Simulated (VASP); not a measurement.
# SiC (F-43m) in VASP: notebook

The runs below take SiC through single point, with PBE.

Program: VASP 6.6.1. These are calculated values, not measurements. Logs are shortened: lines on timing, memory, paths and dates and some standing lists are left out, and cuts for length are marked.

## 1. The cell of the first run

Symmetry: F-43m, No. 216, cubic system. Conventional cell: a = 4.218 Å, b = 4.218 Å, c = 4.218 Å, α = 90.00°, β = 90.00°, γ = 90.00°. Within 2.4 Å of Si (site symmetry -43m) lie 4 C at 1.83 Å. C (site symmetry -43m) has 4 Si at 1.83 Å within 2.4 Å.

## 2. Single point, PBE

The input, INCAR:

```
SYSTEM = SiC
PREC     = Accurate       ! precision mode
ENCUT    = 600            ! plane-wave cutoff, eV
EDIFF    = 1E-6           ! SCF threshold, eV
ISMEAR   = 0              ! smearing method
SIGMA    = 0.02           ! smearing width, eV
LREAL    = .False.        ! projectors in reciprocal space
LASPH    = .True.         ! aspherical terms in the spheres
NELM     = 120            ! most SCF steps
ALGO     = Normal         ! electronic algorithm
ISIF     = 2              ! what is computed and relaxed
LWAVE    = .False.        ! write WAVECAR
LCHARG   = .False.        ! write CHGCAR
GGA      = PE             ! functional
NBANDS   = 11             ! bands
GGA_COMPAT= .False.
```

The input, KPOINTS:

```
Automatic mesh
0
Gamma
  16 16 16
  0 0 0
```

The input, POSCAR:

```
SiC
1.0
    0.0000000000      2.1087706094      2.1087706094
    2.1087706094      0.0000000000      2.1087706094
    2.1087706094      2.1087706094      0.0000000000
Si C
1 1
Direct
    0.0000000000      0.0000000000      0.0000000000
    0.2500000000      0.2500000000      0.2500000000
```

Potentials or basis: VASP PAW PBE potentials, release 64 (Si, C).

Run with:

```bash
$ cat potpaw_PBE.64/Si/POTCAR potpaw_PBE.64/C/POTCAR > POTCAR
$ mpirun -np 1 vasp_std > vasp.out
```

OUTCAR:

```text
SYSTEM = SiC
   PREC = Accurate
   ENCUT = 600
   EDIFF = 1E-6
   ISMEAR = 0
   LREAL = .False.
   LASPH = .True.
   NELM = 120
   ISIF = 2
   GGA = PE

 ion  position               nearest neighbor table
   1  0.000  0.000  0.000-   2 1.83   2 1.83   2 1.83   2 1.83
   2  0.250  0.250  0.250-   1 1.83   1 1.83   1 1.83   1 1.83

  LATTYP: Found a face centered cubic cell.
 ALAT       =     4.2175412188

  Lattice vectors:

 A1 = (   0.0000000000,   2.1087706094,   2.1087706094)
 A2 = (   2.1087706094,   0.0000000000,   2.1087706094)
 A3 = (   2.1087706094,   2.1087706094,   0.0000000000)

Analysis of symmetry for initial positions (statically):
=====================================================================
 Subroutine PRICEL returns:
 Original cell was already a primitive cell.

 Routine SETGRP: Setting up the symmetry group for a
 face centered cubic supercell.

 Subroutine GETGRP returns: Found 24 space group operations
 (whereof 24 operations were pure point group operations)
 out of a pool of 48 trial point group operations.

The static configuration has the point symmetry T_d .

Analysis of symmetry for dynamics (positions and initial velocities):
=====================================================================
 Subroutine PRICEL returns:
 Original cell was already a primitive cell.

 Routine SETGRP: Setting up the symmetry group for a
 face centered cubic supercell.

 Subroutine GETGRP returns: Found 24 space group operations
 (whereof 24 operations were pure point group operations)
 out of a pool of 48 trial point group operations.

The dynamic configuration has the point symmetry T_d .

 Subroutine INISYM returns: Found 24 space group operations
 (whereof 24 operations are pure point group operations),
 and found     1 'primitive' translations

----------------------------------------------------------------------------------------

                                     Primitive cell

  volume of cell :      18.7550

  direct lattice vectors                    reciprocal lattice vectors
     0.000000000  2.108770609  2.108770609    -0.237104974  0.237104974  0.237104974
     2.108770609  0.000000000  2.108770609     0.237104974 -0.237104974  0.237104974
     2.108770609  2.108770609  0.000000000     0.237104974  0.237104974 -0.237104974

  length of vectors
     2.982251996  2.982251996  2.982251996     0.410677861  0.410677861  0.410677861

  position of ions in fractional coordinates (direct lattice)
     0.000000000  0.000000000  0.000000000
     0.250000000  0.250000000  0.250000000

  ion indices of the primitive-cell ions
   primitive index   ion index
                 1           1
                 2           2

----------------------------------------------------------------------------------------

 KPOINTS: Automatic mesh

Automatic generation of k-mesh.
 Grid dimensions read from file:
 generate k-points for:   16   16   16

 Generating k-lattice:

  Cartesian coordinates                     Fractional coordinates (reciprocal lattice)
    -0.014819061  0.014819061  0.014819061     0.062500000  0.000000000  0.000000000
     0.014819061 -0.014819061  0.014819061     0.000000000  0.062500000  0.000000000
     0.014819061  0.014819061 -0.014819061     0.000000000  0.000000000  0.062500000

  Length of vectors
     0.025667366  0.025667366  0.025667366

  Shift w.r.t. Gamma in fractional coordinates (k-lattice)
     0.000000000  0.000000000  0.000000000

 Subroutine IBZKPT returns following result:
 ===========================================

 Found    145 irreducible k-points:

 Following reciprocal coordinates:
            Coordinates               Weight
  0.000000  0.000000  0.000000      1.000000
  0.062500  0.000000  0.000000      8.000000
  0.125000  0.000000  0.000000      8.000000
  0.187500  0.000000  0.000000      8.000000
  0.250000  0.000000  0.000000      8.000000
  0.312500  0.000000  0.000000      8.000000
[... 16 lines left out ...]
 -0.125000  0.062500  0.000000     24.000000
 -0.062500  0.062500  0.000000     12.000000
 [... further k-points ...]
   k-points           NKPTS =    145   k-points in BZ     NKDIM =    145   number of bands    NBANDS=     11
   number of dos      NEDOS =    301   number of ions     NIONS =      2
   total plane-waves  NPLWV =  13824
   dimension x,y,z NGX =    24 NGY =   24 NGZ =   24
   dimension x,y,z NGXF=    48 NGYF=   48 NGZF=   48
   ions per type =               1   1
   NGX,Y,Z   is equivalent  to a cutoff of  13.38, 13.38, 13.38 a.u.
   NGXF,Y,Z  is equivalent  to a cutoff of  26.76, 26.76, 26.76 a.u.
 SYSTEM =  SiC
   PREC   = accura    normal or accurate (medium, high low for compatibility)
   ISTART =      0    job   : 0-new  1-cont  2-samecut
   ICHARG =      2    charge: 1-file 2-atom 10-const
   ISPIN  =      1    spin polarized calculation?
   LNONCOLLINEAR =      F non collinear calculations
   LSORBIT =      F    spin-orbit coupling
   LASPH  =      T    aspherical Exc in radial PAW
   ENCUT  =  600.0 eV  44.10 Ry    6.64 a.u.   5.96  5.96  5.96*2*pi/ulx,y,z
   NELM   =    120;   NELMIN=  2; NELMDL= -5     # of ELM steps
   EDIFF  = 0.1E-05   stopping-criterion for ELM
   LREAL  =      F    real-space projection
   EDIFFG = 0.1E-04   stopping-criterion for IOM
   NSW    =      0    number of steps for IOM
   IBRION =     -1    ionic relax: 0-MD 1-quasi-New 2-CG
   NFREE  =      0    steps in history (QN), initial steepest desc. (CG)
   ISIF   =      2    stress and relaxation
   ISYM   =      2    0-nonsym 1-usesym 2-fastsym
   POTIM  = 0.5000    time-step for ionic-motion
   TEBEG  =    0.0;   TEEND  =   0.0 temperature during run
   PSTRESS=    0.0 pullay stress
   NELECT =       8.0000    total number of electrons
   NUPDOWN=      -1.0000    fix difference up-down
   EMIN   =  10.00;   EMAX   =-10.00  energy-range for DOS
   EFERMI =   0.00;   METHOD = LEGACY
   ISMEAR =     0;   SIGMA  =   0.02  broadening in eV -4-tet -1-fermi 0-gaus
   EFERMI_NEDOS =   21; number of points for ismear=-14 and -15
   IALGO  =     38    algorithm
   IMIX   =      4    mixing-type and parameters
     AMIX     =   0.40;   BMIX     =  1.00
     AMIX_MAG =   1.60;   BMIX_MAG =  1.00
  volume/ion in A,a.u.               =       9.38        63.28
  Fermi-wavevector in a.u.,A,eV,Ry     =   1.232345  2.328794 20.662802  1.518673
  Thomas-Fermi vector in A             =   2.367118
   LORBIT       =      0    0 simple, 1 ext, 2 COOP (PROOUT), +10 PAW based schemes
   GGA     = PE    functional components
   LHFCALC =     F    Hartree Fock is set to
   AEXX    =    0.0000 exact exchange contribution
   IVDW    =     0    specifies the selected vdW correction
   LEPSILON=     F    determine dielectric tensor
   LRPA    =     F    only Hartree local field effects (RPA)
 non-spin polarized calculation
 Gauss-broadening in eV      SIGMA  =   0.02
  energy-cutoff  :      600.00
  volume of cell :       18.76
 maximum number of plane-waves:       639
   NGX = 11   NGY = 11   NGZ = 11

 number of electron       7.9999999 magnetization

 Free energy of the ion-electron system (eV)
  ---------------------------------------------------
  ext. energy  EPLUGINS =         0.00000000
  ---------------------------------------------------
  free energy    TOTEN  =       -14.87127425 eV

  energy without entropy =      -14.87127425  energy(sigma->0) =      -14.87127425

 E-fermi :   9.3279     XC(G=0): -11.7908

 val. band max:        9.2468075842   @ k =   0.0000   0.0000   0.0000
 cond. band min:      10.5061786938   @ k =   0.5000   0.5000   0.0000
 fundamental gap:      1.2593711095
 Fermi energy:         9.3278777341

 k-point     1 :       0.0000    0.0000    0.0000
  band No.  band energies     occupation
      1      -6.9482      2.00000
      2       9.2468      2.00000
      3       9.2468      2.00000
      4       9.2468      2.00000
      5      16.6444      0.00000
      6      17.2744      0.00000
      7      17.2744      0.00000
      8      17.2744      0.00000
      9      24.3486      0.00000
     10      24.3486      0.00000
     11      27.3010      0.00000

 k-point     2 :       0.0625    0.0000    0.0000
  band No.  band energies     occupation
      1      -6.8656      2.00000
      2       8.8180      2.00000
      3       9.1915      2.00000
      4       9.1915      2.00000
      5      16.7446      0.00000
      6      17.3840      0.00000
      7      17.3840      0.00000
      8      17.4030      0.00000
      9      23.8188      0.00000
     10      23.8188      0.00000
     11      26.7608      0.00000

 k-point     3 :       0.1250    0.0000    0.0000
  band No.  band energies     occupation
      1      -6.6190      2.00000
      2       7.7315      2.00000
      3       9.0432      2.00000
      4       9.0432      2.00000
      5      16.6491      0.00000
      6      17.6432      0.00000
      7      17.6432      0.00000
      8      18.0219      0.00000
      9      23.0225      0.00000
     10      23.0225      0.00000
     11      26.1238      0.00000

 k-point     4 :       0.1875    0.0000    0.0000
  band No.  band energies     occupation
      1      -6.2123      2.00000
      2       6.3124      2.00000
      3       8.8423      2.00000
      4       8.8423      2.00000
      5      16.3923      0.00000
      6      17.8494      0.00000
      7      17.8494      0.00000
      8      18.8330      0.00000
      9      22.6328      0.00000
     10      22.6328      0.00000
     11      25.5640      0.00000
[... 239 lines left out ...]
 k-point    22 :      -0.1875    0.0625    0.0000
  band No.  band energies     occupation
      1      -5.9706      2.00000
      2       5.8140      2.00000
      3       8.1886      2.00000
      4       8.9800      2.00000
      5      16.4994      0.00000
      6      17.7273      0.00000
      7      17.9245      0.00000
      8      19.0450      0.00000
      9      21.7395      0.00000
     10      23.4911      0.00000
     11      26.1547      0.00000

 k-point    23 :      -0.1250    0.0625    0.0000
  band No.  band energies     occupation
      1      -6.4283      2.00000
      2       7.2363      2.00000
      3       8.4685      2.00000
      4       9.1512      2.00000
      5      16.7495      0.00000
      6      17.5960      0.00000
      7      17.6406      0.00000
      8      18.5578      0.00000
      9      21.9858      0.00000
     10      23.3578      0.00000
     11      26.6887      0.00000

 k-point    24 :      -0.0625    0.0625    0.0000
  band No.  band energies     occupation
      1      -6.7284      2.00000
      2       8.3316      2.00000
      3       8.8201      2.00000
      4       9.2311      2.00000
      5      16.8415      0.00000
      6      17.3335      0.00000
      7      17.4101      0.00000
      8      17.9742      0.00000
      9      22.7864      0.00000
     10      23.7281      0.00000
     11      27.1359      0.00000

 [... further k-points ...]

------------------------ aborting loop because EDIFF is reached ----------------------------------------

  FORCE on cell =-STRESS in cart. coord.  units (eV):
  Direction    XX          YY          ZZ          XY          YZ          ZX
  --------------------------------------------------------------------------------------
  -------------------------------------------------------------------------------------
  Total        3.4769869      3.4769869      3.4769869      0.0000000     -0.0000000      0.0000000
  in kB      297.0267856    297.0267856    297.0267856      0.0000000     -0.0000000      0.0000000
  external PRESSURE =     297.0267856 kB  Pullay stress =       0.0000000 kB

 VOLUME and BASIS-vectors are now :
 -----------------------------------------------------------------------------
  energy-cutoff  :      600.00
  volume of cell :       18.76
      direct lattice vectors                 reciprocal lattice vectors
     0.000000000  2.108770609  2.108770609    -0.237104974  0.237104974  0.237104974
     2.108770609  0.000000000  2.108770609     0.237104974 -0.237104974  0.237104974
     2.108770609  2.108770609  0.000000000     0.237104974  0.237104974 -0.237104974

 POSITION                                       TOTAL-FORCE (eV/Angst)
 -----------------------------------------------------------------------------------
      0.00000      0.00000      0.00000        -0.000000     -0.000000     -0.000000
      1.05439      1.05439      1.05439         0.000000      0.000000      0.000000
 -----------------------------------------------------------------------------------
    total drift:                                0.000000      0.000000      0.000000

  FREE ENERGIE OF THE ION-ELECTRON SYSTEM (eV)
  ---------------------------------------------------
  free  energy   TOTEN  =       -14.8712742525 eV

  energy  without entropy=      -14.8712742525  energy(sigma->0) =      -14.87127425
```

It took 21 s on 1 thread of Intel Xeon 8259CL, shared host; peak memory 0.16 GiB.

What came out:

* Free energy: -14.8713 eV
* Pressure: 29.7 GPa
* Band gap on the k mesh: 1.26 eV (least direct gap 4.63 eV)

Levels at points of the mesh, in eV from the valence-band top:
```csv
k point,band 1,band 2,band 3,band 4,band 5,band 6,band 7,band 8
"(0.00, 0.00, 0.00)",-16.20,0.00,0.00,0.00,7.40,8.03,8.03,8.03
"(0.50, 0.00, 0.00)",-12.25,-9.09,-1.07,-1.07,6.35,7.64,7.64,10.60
"(0.50, 0.50, 0.00)",-10.70,-8.12,-3.37,-3.37,1.26,4.68,15.21,15.21
```

Caveat: the cell stands under pressure. A k mesh can miss the band edges.

## 3. Single point, PBE

The input, INCAR:

```
  PREC = Accurate
  ENCUT = 600
  EDIFF = 1E-6
  ISMEAR = 0
  SIGMA = 0.02
  LREAL = False
  LASPH = True
  NELM = 120
  ALGO = Normal
  ISIF = 2
  LWAVE = False
  LCHARG = True
  GGA = PE
  LELF = True
  LVHAR = True
  NBANDS = 11
  GGA_COMPAT = False
```

The input, KPOINTS:

```
regular mesh
0
Gamma
  16 16 16
```

POSCAR is that of step 2.

Potentials or basis: VASP PAW PBE potentials, release 64 (Si, C).

Run with:

```bash
$ cat potpaw_PBE.64/Si/POTCAR potpaw_PBE.64/C/POTCAR > POTCAR
$ mpirun -np 1 vasp_std > vasp.out
```

Run time: 22 s. Hardware: 1 thread of Intel Xeon 8259CL, shared host; peak memory 0.16 GiB.

Results (log left out):

| Item | Value |
| --- | --- |
| Free energy | -14.8713 eV |
| Pressure | 29.7 GPa |
| Band gap on the k mesh | 1.26 eV (least direct gap 4.63 eV) |

Levels at points of the mesh, in eV from the valence-band top:
| k point | band 1 | band 2 | band 3 | band 4 | band 5 | band 6 | band 7 | band 8 |
| --- | --- | --- | --- | --- | --- | --- | --- | --- |
| (0.00, 0.00, 0.00) | -16.20 | 0.00 | 0.00 | 0.00 | 7.40 | 8.03 | 8.03 | 8.03 |
| (0.50, 0.00, 0.00) | -12.25 | -9.09 | -1.07 | -1.07 | 6.35 | 7.64 | 7.64 | 10.60 |
| (0.50, 0.50, 0.00) | -10.70 | -8.12 | -3.37 | -3.37 | 1.26 | 4.68 | 15.21 | 15.21 |

Caveat: the cell stands under pressure. A k mesh can miss the band edges.

## 4. Single point, PBE

This run uses another cell than the first one, of 10.50 Å³/atom.

The input, INCAR:

```
SYSTEM = SiC
  PREC = Accurate
  ENCUT = 600
  EDIFF = 1E-6
  ISMEAR = 0
  SIGMA = 0.02
  LREAL = .FALSE.
  LASPH = .TRUE.
  NELM = 120
  ALGO = Normal
  ISIF = 2
  LWAVE = .FALSE.
  LCHARG = .TRUE.
  GGA = PE
  LELF = .TRUE.
  LVHAR = .TRUE.
  NBANDS = 11
  GGA_COMPAT = .FALSE.
```

The input, KPOINTS:

```
Automatic mesh
0
G
  16 16 16
  0 0 0
```

The input, POSCAR:

```
SiC
1.0
    0.0000000000      2.1898594853      2.1898594853
    2.1898594853      0.0000000000      2.1898594853
    2.1898594853      2.1898594853      0.0000000000
Si C
1 1
Direct
    0.0000000000      0.0000000000      0.0000000000
    0.2500000000      0.2500000000      0.2500000000
```

Run with:

```bash
$ cat potpaw_PBE.64/Si/POTCAR potpaw_PBE.64/C/POTCAR > POTCAR
$ mpirun -np 1 vasp_std > vasp.out
```

Run time: 45 s. Hardware: 1 thread of Intel Xeon 8259CL, shared host; peak memory 0.18 GiB.

The run converged. Its results:

```yaml
Free_energy: -15.0623 eV
Pressure: -0.2 GPa
Band_gap_on_the_k_mesh: 1.37 eV (least direct gap 4.53 eV)
```

Levels at points of the mesh, in eV from the valence-band top:
```
           k point  band 2  band 3  band 4  band 5  band 6  band 7
(0.00, 0.00, 0.00)    0.00    0.00    0.00    6.06    7.21    7.21
(0.50, 0.00, 0.00)   -8.45   -1.05   -1.05    5.30    7.17    7.17
(0.50, 0.50, 0.00)   -7.75   -3.16   -3.16    1.37    4.27   13.86
```

A k mesh can miss the band edges.
